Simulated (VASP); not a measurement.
Sb5S2, 7 atoms in the cell. The structure is trigonal, space group R-3m (No. 166). Conventional cell: a = 6.994 Å, b = 6.994 Å, c = 13.912 Å, α = 90.00°, β = 90.00°, γ = 120.00°. Sb (site symmetry 2/m) has 2 S at 2.75 Å and 8 Sb at 3.07 to 3.50 Å within 3.6 Å. Within 3.7 Å of Sb (site symmetry -3m) lie 2 S at 2.77 Å and 6 Sb at 3.50 Å. Sb (site symmetry -3m) has 6 Sb at 3.07 Å within 4.0 Å. Within 3.6 Å of S (site symmetry 3m) lie 4 Sb at 2.75 to 2.77 Å. 

```yaml
Program: VASP 6.6.1
Task: single point
Functional: PBE
Potentials_or_basis: VASP PAW PBE potentials, release 64 (Sb, S)
Cutoff: 520 eV
k_mesh: 3 × 3 × 3
Occupations: gaussian, width 0.2 eV
Spin: no spin polarisation
Dipole_correction: no
Further_INCAR_settings: ALGO = Normal; EDIFF = 1e-06; NBANDS = 28
```

Potentials or basis: VASP PAW PBE potentials, release 64 (Sb, S).

Run with:

```bash
$ cat potpaw_PBE.64/Sb/POTCAR potpaw_PBE.64/S/POTCAR > POTCAR
$ mpirun -np 1 vasp_std > vasp.out
```

Hardware: 1 thread of AMD EPYC 9R45 96-Core Processor (Zen 5) (shared host).

Problem. Estimate the wall time of this run.

Solution. Wall time 21 s on 1 thread of AMD EPYC 9R45 96-Core Processor (Zen 5) (shared host), peak memory 0.28 GiB. Counts: scf iterations 14, k points 6.
